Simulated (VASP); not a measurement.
# SnTe (Fm-3m) in VASP: notebook

The runs below take SnTe through single point, with LDA, PBEsol, PBE, r2SCAN.

Everything below comes from runs of VASP 6.6.1. Logs are shortened: lines on timing, memory, paths and dates and some standing lists are left out, and cuts for length are marked.

### 1 The cell of the first run

It takes space group Fm-3m (No. 225, cubic). The conventional cell has a = 6.234 Å, b = 6.234 Å, c = 6.234 Å, α = 90.00°, β = 90.00°, γ = 90.00°. Sn (site symmetry m-3m) has 6 Te at 3.12 Å within 4.1 Å. Te (site symmetry m-3m) has 6 Sn at 3.12 Å within 4.1 Å.

### 2 Single point, LDA

Input file INCAR:

```
ALGO     = Normal         # electronic algorithm
EDIFF    = 1E-6           # SCF threshold, eV
ENCUT    = 520            # plane-wave cutoff, eV
GGA      = CA             # functional
ISIF     = 2              # what is computed and relaxed
ISMEAR   = -1             # smearing method
LASPH    = True           # aspherical terms in the spheres
LCHARG   = False          # write CHGCAR
LREAL    = False          # projectors in reciprocal space
LWAVE    = False          # write WAVECAR
NBANDS   = 17             # bands
NELM     = 60             # most SCF steps
PREC     = Accurate       # precision mode
SIGMA    = 0.02           # smearing width, eV
```

Input file KPOINTS:

```
k-points
0
Gamma
  6 6 6
```

Input file POSCAR:

```
SnTe
1.0
    0.0000000000      3.1172149714      3.1172149714
    3.1172149714      0.0000000000      3.1172149714
    3.1172149714      3.1172149714      0.0000000000
Sn Te
1 1
Direct
    0.0000000000      0.0000000000      0.0000000000
    0.5000000000      0.5000000000      0.5000000000
```

Potentials or basis: VASP PAW LDA potentials, release 64 (Sn_d, Te).

Run with:

```bash
> cat potpaw_LDA.64/Sn_d/POTCAR potpaw_LDA.64/Te/POTCAR > POTCAR
> mpirun -np 1 vasp_std > vasp.out
```

OUTCAR:

```text
EDIFF = 1E-6
   ENCUT = 520
   GGA = CA
   ISIF = 2
   ISMEAR = -1
   LASPH = True
   LREAL = False
   NELM = 60
   PREC = Accurate

 ion  position               nearest neighbor table
   1  0.000  0.000  0.000-   2 3.12   2 3.12   2 3.12   2 3.12   2 3.12   2 3.12
   2  0.500  0.500  0.500-   1 3.12   1 3.12   1 3.12   1 3.12   1 3.12   1 3.12

  LATTYP: Found a face centered cubic cell.
 ALAT       =     6.2344299428

  Lattice vectors:

 A1 = (   0.0000000000,   3.1172149714,   3.1172149714)
 A2 = (   3.1172149714,   0.0000000000,   3.1172149714)
 A3 = (   3.1172149714,   3.1172149714,   0.0000000000)

Analysis of symmetry for initial positions (statically):
=====================================================================
 Subroutine PRICEL returns:
 Original cell was already a primitive cell.

 Routine SETGRP: Setting up the symmetry group for a
 face centered cubic supercell.

 Subroutine GETGRP returns: Found 48 space group operations
 (whereof 48 operations were pure point group operations)
 out of a pool of 48 trial point group operations.

The static configuration has the point symmetry O_h .

Analysis of symmetry for dynamics (positions and initial velocities):
=====================================================================
 Subroutine PRICEL returns:
 Original cell was already a primitive cell.

 Routine SETGRP: Setting up the symmetry group for a
 face centered cubic supercell.

 Subroutine GETGRP returns: Found 48 space group operations
 (whereof 48 operations were pure point group operations)
 out of a pool of 48 trial point group operations.

The dynamic configuration has the point symmetry O_h .

 Subroutine INISYM returns: Found 48 space group operations
 (whereof 48 operations are pure point group operations),
 and found     1 'primitive' translations

----------------------------------------------------------------------------------------

                                     Primitive cell

  volume of cell :      60.5801

  direct lattice vectors                    reciprocal lattice vectors
     0.000000000  3.117214971  3.117214971    -0.160399589  0.160399589  0.160399589
     3.117214971  0.000000000  3.117214971     0.160399589 -0.160399589  0.160399589
     3.117214971  3.117214971  0.000000000     0.160399589  0.160399589 -0.160399589

  length of vectors
     4.408407689  4.408407689  4.408407689     0.277820238  0.277820238  0.277820238

  position of ions in fractional coordinates (direct lattice)
     0.000000000  0.000000000  0.000000000
     0.500000000  0.500000000  0.500000000

  ion indices of the primitive-cell ions
   primitive index   ion index
                 1           1
                 2           2

----------------------------------------------------------------------------------------

 KPOINTS: k-points

Automatic generation of k-mesh.
 Grid dimensions read from file:
 generate k-points for:    6    6    6

 Generating k-lattice:

  Cartesian coordinates                     Fractional coordinates (reciprocal lattice)
    -0.026733265  0.026733265  0.026733265     0.166666667  0.000000000  0.000000000
     0.026733265 -0.026733265  0.026733265     0.000000000  0.166666667  0.000000000
     0.026733265  0.026733265 -0.026733265     0.000000000  0.000000000  0.166666667

  Length of vectors
     0.046303373  0.046303373  0.046303373

  Shift w.r.t. Gamma in fractional coordinates (k-lattice)
     0.000000000  0.000000000  0.000000000

 Subroutine IBZKPT returns following result:
 ===========================================

 Found     16 irreducible k-points:

 Following reciprocal coordinates:
            Coordinates               Weight
  0.000000  0.000000  0.000000      1.000000
  0.166667  0.000000  0.000000      8.000000
  0.333333  0.000000  0.000000      8.000000
  0.500000  0.000000  0.000000      4.000000
  0.166667  0.166667  0.000000      6.000000
  0.333333  0.166667  0.000000     24.000000
[... 8 lines left out ...]
 -0.333333  0.333333  0.166667     24.000000
 -0.333333  0.500000  0.166667     12.000000
   k-points           NKPTS =     16   k-points in BZ     NKDIM =     16   number of bands    NBANDS=     17
   number of dos      NEDOS =    301   number of ions     NIONS =      2
   total plane-waves  NPLWV =  46656
   dimension x,y,z NGX =    36 NGY =   36 NGZ =   36
   dimension x,y,z NGXF=    72 NGYF=   72 NGZF=   72
   ions per type =               1   1
   NGX,Y,Z   is equivalent  to a cutoff of  13.58, 13.58, 13.58 a.u.
   NGXF,Y,Z  is equivalent  to a cutoff of  27.15, 27.15, 27.15 a.u.
 SYSTEM =  unknown system
   PREC   = accura    normal or accurate (medium, high low for compatibility)
   ISTART =      0    job   : 0-new  1-cont  2-samecut
   ICHARG =      2    charge: 1-file 2-atom 10-const
   ISPIN  =      1    spin polarized calculation?
   LNONCOLLINEAR =      F non collinear calculations
   LSORBIT =      F    spin-orbit coupling
   LASPH  =      T    aspherical Exc in radial PAW
   ENCUT  =  520.0 eV  38.22 Ry    6.18 a.u.   8.20  8.20  8.20*2*pi/ulx,y,z
   NELM   =     60;   NELMIN=  2; NELMDL= -5     # of ELM steps
   EDIFF  = 0.1E-05   stopping-criterion for ELM
   LREAL  =      F    real-space projection
   EDIFFG = 0.1E-04   stopping-criterion for IOM
   NSW    =      0    number of steps for IOM
   IBRION =     -1    ionic relax: 0-MD 1-quasi-New 2-CG
   NFREE  =      0    steps in history (QN), initial steepest desc. (CG)
   ISIF   =      2    stress and relaxation
   ISYM   =      2    0-nonsym 1-usesym 2-fastsym
   POTIM  = 0.5000    time-step for ionic-motion
   TEBEG  =    0.0;   TEEND  =   0.0 temperature during run
   PSTRESS=    0.0 pullay stress
   NELECT =      20.0000    total number of electrons
   NUPDOWN=      -1.0000    fix difference up-down
   EMIN   =  10.00;   EMAX   =-10.00  energy-range for DOS
   EFERMI =   0.00;   METHOD = LEGACY
   ISMEAR =    -1;   SIGMA  =   0.02  broadening in eV -4-tet -1-fermi 0-gaus
   EFERMI_NEDOS =   21; number of points for ismear=-14 and -15
   IALGO  =     38    algorithm
   IMIX   =      4    mixing-type and parameters
     AMIX     =   0.40;   BMIX     =  1.00
     AMIX_MAG =   1.60;   BMIX_MAG =  1.00
  volume/ion in A,a.u.               =      30.29       204.41
  Fermi-wavevector in a.u.,A,eV,Ry     =   1.131466  2.138160 17.418379  1.280215
  Thomas-Fermi vector in A             =   2.268165
   LORBIT       =      0    0 simple, 1 ext, 2 COOP (PROOUT), +10 PAW based schemes
   GGA     = CA    functional components
   LHFCALC =     F    Hartree Fock is set to
   AEXX    =    0.0000 exact exchange contribution
   IVDW    =     0    specifies the selected vdW correction
   LEPSILON=     F    determine dielectric tensor
   LRPA    =     F    only Hartree local field effects (RPA)
 non-spin polarized calculation
  energy-cutoff  :      520.00
  volume of cell :       60.58
 maximum number of plane-waves:      1660
 NGX is ok and might be reduce to    36
   NGX = 17   NGY = 17   NGZ = 17

 number of electron      19.9999997 magnetization

 Free energy of the ion-electron system (eV)
  ---------------------------------------------------
  ext. energy  EPLUGINS =         0.00000000
  ---------------------------------------------------
  free energy    TOTEN  =        -8.83414758 eV

  energy without entropy =       -8.83410094  energy(sigma->0) =       -8.83412426

 E-fermi :   7.1809     XC(G=0):  -9.8835

 val. band max:        7.0750141871   @ k =   0.5000   0.0000   0.0000
 cond. band min:       7.2868145536   @ k =   0.5000   0.0000   0.0000
 fundamental gap:      0.2118003665
 Fermi energy:         7.1808986698

 k-point     1 :       0.0000    0.0000    0.0000
  band No.  band energies     occupation
      1     -14.6790      2.00000
      2     -14.6790      2.00000
      3     -14.6675      2.00000
      4     -14.6675      2.00000
      5     -14.6675      2.00000
      6      -5.9148      2.00000
[... 9 lines left out ...]
     16      11.8677      0.00000
     17      13.8264      0.00000

 k-point     2 :       0.1667    0.0000    0.0000
  band No.  band energies     occupation
      1     -14.6803      2.00000
      2     -14.6803      2.00000
      3     -14.6670      2.00000
      4     -14.6657      2.00000
      5     -14.6657      2.00000
      6      -5.6717      2.00000
[... 9 lines left out ...]
     16      12.4377      0.00000
     17      15.6509      0.00000

 k-point     3 :       0.3333    0.0000    0.0000
  band No.  band energies     occupation
      1     -14.6835      2.00000
      2     -14.6835      2.00000
      3     -14.6662      2.00000
      4     -14.6617      2.00000
      5     -14.6617      2.00000
      6      -5.0332      2.00000
[... 9 lines left out ...]
     16      13.9861      0.00000
     17      17.9601      0.00000

 k-point     4 :       0.5000    0.0000    0.0000
  band No.  band energies     occupation
      1     -14.6851      2.00000
      2     -14.6851      2.00000
      3     -14.6658      2.00000
      4     -14.6596      2.00000
      5     -14.6596      2.00000
      6      -4.5479      2.00000
[... 9 lines left out ...]
     16      16.0185      0.00000
     17      16.0185      0.00000
[... 183 lines left out ...]
      1     -14.6910      2.00000
      2     -14.6793      2.00000
      3     -14.6672      2.00000
      4     -14.6600      2.00000
      5     -14.6582      2.00000
      6      -4.5748      2.00000
[... 9 lines left out ...]
     16      15.5331      0.00000
     17      16.2699      0.00000

 k-point    15 :      -0.3333    0.3333    0.1667
  band No.  band energies     occupation
      1     -14.6916      2.00000
      2     -14.6806      2.00000
      3     -14.6638      2.00000
      4     -14.6627      2.00000
      5     -14.6564      2.00000
      6      -4.2389      2.00000
[... 9 lines left out ...]
     16      17.0505      0.00000
     17      17.1756      0.00000

 k-point    16 :      -0.3333    0.5000    0.1667
  band No.  band energies     occupation
      1     -14.6959      2.00000
      2     -14.6775      2.00000
      3     -14.6679      2.00000
      4     -14.6592      2.00000
      5     -14.6547      2.00000
      6      -4.1462      2.00000
[... 9 lines left out ...]
     16      17.3805      0.00000
     17      18.4208      0.00000

------------------------ aborting loop because EDIFF is reached ----------------------------------------

  FORCE on cell =-STRESS in cart. coord.  units (eV):
  Direction    XX          YY          ZZ          XY          YZ          ZX
  --------------------------------------------------------------------------------------
  -------------------------------------------------------------------------------------
  Total        0.0165943      0.0165943      0.0165943      0.0000000     -0.0000000      0.0000000
  in kB        0.4388738      0.4388738      0.4388738      0.0000000     -0.0000000      0.0000000
  external PRESSURE =       0.4388738 kB  Pullay stress =       0.0000000 kB

 VOLUME and BASIS-vectors are now :
 -----------------------------------------------------------------------------
  energy-cutoff  :      520.00
  volume of cell :       60.58
      direct lattice vectors                 reciprocal lattice vectors
     0.000000000  3.117214971  3.117214971    -0.160399589  0.160399589  0.160399589
     3.117214971  0.000000000  3.117214971     0.160399589 -0.160399589  0.160399589
     3.117214971  3.117214971  0.000000000     0.160399589  0.160399589 -0.160399589

 POSITION                                       TOTAL-FORCE (eV/Angst)
 -----------------------------------------------------------------------------------
      0.00000      0.00000      0.00000         0.000000      0.000000      0.000000
      3.11721      3.11721      3.11721         0.000000     -0.000000     -0.000000
 -----------------------------------------------------------------------------------
    total drift:                               -0.000000      0.000000      0.000000

  FREE ENERGIE OF THE ION-ELECTRON SYSTEM (eV)
  ---------------------------------------------------
  free  energy   TOTEN  =        -8.8341475833 eV

  energy  without entropy=       -8.8341009360  energy(sigma->0) =       -8.83412426
```

Wall time 14 s (1 thread of Intel Xeon Platinum 8375C at 2.90GHz (Ice Lake), shared host); peak memory 0.17 GiB.

What came out:

```yaml
Free_energy: -8.8341 eV
Pressure: 0.0 GPa
Band_gap_on_the_k_mesh: 0.21 eV
```

Levels at points of the mesh, in eV from the valence-band top:
| k point | band 6 | band 7 | band 8 | band 9 | band 10 | band 11 | band 12 | band 13 | band 14 | band 15 |
| --- | --- | --- | --- | --- | --- | --- | --- | --- | --- | --- |
| (0.00, 0.00, 0.00) | -12.99 | -4.60 | -2.14 | -2.14 | -2.14 | 3.42 | 3.42 | 3.42 | 4.79 | 4.79 |
| (0.50, 0.00, 0.00) | -11.62 | -8.49 | -1.78 | -1.78 | 0.00 | 0.21 | 0.35 | 0.35 | 7.88 | 8.89 |
| (0.50, 0.50, 0.00) | -11.29 | -6.51 | -5.73 | -3.81 | -3.81 | 2.12 | 5.08 | 5.08 | 6.61 | 9.19 |

Caveat: semilocal functionals underestimate gaps, and a narrow one can read as zero; spin-orbit coupling is left out, which moves the levels of the heavy elements.

### 3 Single point, PBEsol

This run uses another cell than the first one, of 31.04 Å³/atom.

Input file INCAR:

```
SYSTEM = SnTe
PREC = Accurate ; ENCUT = 520
EDIFF = 1E-6 ; ISMEAR = -1
SIGMA = 0.02 ; LREAL = .False.
LASPH = .True. ; NELM = 80
ALGO = Normal ; ISIF = 2
LWAVE = .False. ; LCHARG = .True.
GGA = PS ; LELF = .True.
LVHAR = .True. ; NBANDS = 17
```

Input file KPOINTS:

```
regular mesh
0
Gamma
  6 6 6
  0 0 0
```

Input file POSCAR:

```
SnTe
1.0
    0.0000000000      3.1428354075      3.1428354075
    3.1428354075      0.0000000000      3.1428354075
    3.1428354075      3.1428354075      0.0000000000
Sn Te
1 1
Direct
    0.0000000000      0.0000000000      0.0000000000
    0.5000000000      0.5000000000      0.5000000000
```

Potentials or basis: VASP PAW PBE potentials, release 64 (Sn_d, Te).

Run with:

```bash
> cat potpaw_PBE.64/Sn_d/POTCAR potpaw_PBE.64/Te/POTCAR > POTCAR
> mpirun -np 1 vasp_std > vasp.out
```

Wall time 17 s (1 thread of Intel Xeon Platinum 8375C at 2.90GHz (Ice Lake), shared host); peak memory 0.2 GiB.

Results (log left out):

* Free energy: -8.3410 eV
* Pressure: 0.0 GPa
* Band gap on the k mesh: 0.16 eV

Levels at points of the mesh, in eV from the valence-band top:
```tsv
k point	band 7	band 8	band 9	band 10	band 11	band 12	band 13	band 14
(0.00, 0.00, 0.00)	-4.63	-2.10	-2.10	-2.10	3.40	3.40	3.40	4.76
(0.50, 0.00, 0.00)	-8.35	-1.76	-1.76	0.00	0.16	0.39	0.39	7.76
(0.50, 0.50, 0.00)	-6.45	-5.60	-3.73	-3.73	2.12	5.01	5.01	6.48
```

Caveat: semilocal functionals underestimate gaps, and a narrow one can read as zero; the PAW data sets were made with another functional, which shifts forces and pressure a little; spin-orbit coupling is left out, which moves the levels of the heavy elements.

### 4 Single point, PBE

This run uses another cell than the first one, of 32.93 Å³/atom.

Input file INCAR:

```
PREC     = Accurate       # precision mode
ENCUT    = 520            # plane-wave cutoff, eV
EDIFF    = 1E-7           # SCF threshold, eV
ISMEAR   = -1             # smearing method
SIGMA    = 0.02           # smearing width, eV
LREAL    = False          # projectors in reciprocal space
LASPH    = True           # aspherical terms in the spheres
NELM     = 60             # most SCF steps
ALGO     = Normal         # electronic algorithm
ISIF     = 2              # what is computed and relaxed
LWAVE    = False          # write WAVECAR
LCHARG   = False          # write CHGCAR
GGA      = PE             # functional
NBANDS   = 17             # bands
```

Input file KPOINTS:

```
regular mesh
0
Gamma
  6 6 6
```

Input file POSCAR:

```
SnTe
1.0
    0.0000000000      3.2053449693      3.2053449693
    3.2053449693      0.0000000000      3.2053449693
    3.2053449693      3.2053449693      0.0000000000
Sn Te
1 1
Direct
    0.0000000000      0.0000000000      0.0000000000
    0.5000000000      0.5000000000      0.5000000000
```

Run with:

```bash
> cat potpaw_PBE.64/Sn_d/POTCAR potpaw_PBE.64/Te/POTCAR > POTCAR
> mpirun -np 1 vasp_std > vasp.out
```

It took 19 s on 1 thread of Intel Xeon Platinum 8375C at 2.90GHz (Ice Lake), shared host; peak memory 0.2 GiB.

It converged, with:

| Item | Value |
| --- | --- |
| Free energy | -7.5648 eV |
| Pressure | 0.0 GPa |
| Band gap on the k mesh | 0.05 eV |

Levels at points of the mesh, in eV from the valence-band top:
```
           k point  band 7  band 8  band 9  band 10  band 11  band 12  band 13  band 14
(0.00, 0.00, 0.00)   -4.87   -2.00   -2.00    -2.00     3.25     3.25     3.25     4.85
(0.50, 0.00, 0.00)   -8.06   -1.67   -1.67     0.00     0.05     0.45     0.45     7.67
(0.50, 0.50, 0.00)   -6.43   -5.21   -3.49    -3.49     2.38     4.68     4.68     6.02
```

Caveat: semilocal functionals underestimate gaps, and a narrow one can read as zero; spin-orbit coupling is left out, which moves the levels of the heavy elements.

### 5 Single point, r2SCAN

This run uses another cell than the first one, of 32.44 Å³/atom.

Input file POSCAR:

```
SnTe
1.0
    0.0000000000      3.1893303349      3.1893303349
    3.1893303349      0.0000000000      3.1893303349
    3.1893303349      3.1893303349      0.0000000000
Sn Te
1 1
Direct
    0.0000000000      0.0000000000      0.0000000000
    0.5000000000      0.5000000000      0.5000000000
```

Input file INCAR.step1:

```
SYSTEM = SnTe
PREC = Accurate ; ENCUT = 520
ISMEAR = -1 ; SIGMA = 0.02
LREAL = .FALSE. ; LASPH = .TRUE.
NELM = 100 ; NBANDS = 17
GGA = PE ; ALGO = Normal
EDIFF = 1E-4 ; LWAVE = .TRUE.
LCHARG = .FALSE.
```

Input file INCAR.step2:

```
SYSTEM = SnTe
PREC = Accurate ; ENCUT = 520
EDIFF = 1E-6 ; ISMEAR = -1
SIGMA = 0.02 ; LREAL = .FALSE.
LASPH = .TRUE. ; NELM = 100
ALGO = Normal ; ISIF = 2
LWAVE = .FALSE. ; LCHARG = .TRUE.
METAGGA = R2SCAN ; LMIXTAU = .TRUE.
LELF = .TRUE. ; LVHAR = .TRUE.
NBANDS = 17 ; ISTART = 1
```

Input file KPOINTS:

```
regular mesh
0
G
  6 6 6
  0 0 0
```

Run with:

```bash
> cat potpaw_PBE.64/Sn_d/POTCAR potpaw_PBE.64/Te/POTCAR > POTCAR
> cp INCAR.step1 INCAR
> mpirun -np 1 vasp_std > vasp.out
> cp INCAR.step2 INCAR
> mpirun -np 1 vasp_std > vasp.out
```

Run time: 51 s. Hardware: 1 thread of Intel Xeon Platinum 8375C at 2.90GHz (Ice Lake), shared host; peak memory 0.21 GiB.

Results (log left out):

```yaml
Free_energy: -50.6839 eV
Pressure: 0.0 GPa
Band_gap_on_the_k_mesh: 0.14 eV
```

Levels at points of the mesh, in eV from the valence-band top:
| k point | band 7 | band 8 | band 9 | band 10 | band 11 | band 12 | band 13 | band 14 |
| --- | --- | --- | --- | --- | --- | --- | --- | --- |
| (0.00, 0.00, 0.00) | -4.88 | -2.37 | -2.37 | -2.37 | 3.36 | 3.36 | 3.36 | 5.04 |
| (0.50, 0.00, 0.00) | -8.60 | -2.01 | -2.01 | 0.00 | 0.14 | 0.34 | 0.34 | 8.13 |
| (0.50, 0.50, 0.00) | -6.73 | -5.71 | -3.93 | -3.93 | 2.47 | 4.94 | 4.94 | 6.44 |

Caveat: semilocal functionals underestimate gaps, and a narrow one can read as zero; the PAW data sets were made with another functional, which shifts forces and pressure a little; spin-orbit coupling is left out, which moves the levels of the heavy elements. A k mesh can miss the band edges.

### 6 Summary

| level | potentials or basis | cell | gap on the mesh (eV) | pressure (GPa) |
| --- | --- | --- | --- | --- |
| LDA | VASP PAW LDA potentials, release 64 (Sn_d, Te) | a = 4.408 Å, angles 60.0°, 2 atoms | 0.21 | 0.0 |
| PBEsol | VASP PAW PBE potentials, release 64 (Sn_d, Te) | a = 4.445 Å, angles 60.0°, 2 atoms | 0.16 | 0.0 |
| PBE | VASP PAW PBE potentials, release 64 (Sn_d, Te) | a = 4.533 Å, angles 60.0°, 2 atoms | 0.05 | 0.0 |
| r2SCAN | VASP PAW PBE potentials, release 64 (Sn_d, Te) | a = 4.510 Å, angles 60.0°, 2 atoms | 0.14 | 0.0 |

Alike in all rows: task single point; no spin polarisation; k mesh 6 × 6 × 6; cutoff (eV) 520; smearing fermi-dirac 0.02 eV.

Caveats: semilocal functionals underestimate gaps, and a narrow one can read as zero; spin-orbit coupling is left out, which moves the levels of the heavy elements; the PAW data sets were made with another functional, which shifts forces and pressure a little (at least some runs).

Total energies depend on the potentials used, so only differences within one code and one set of settings carry meaning.
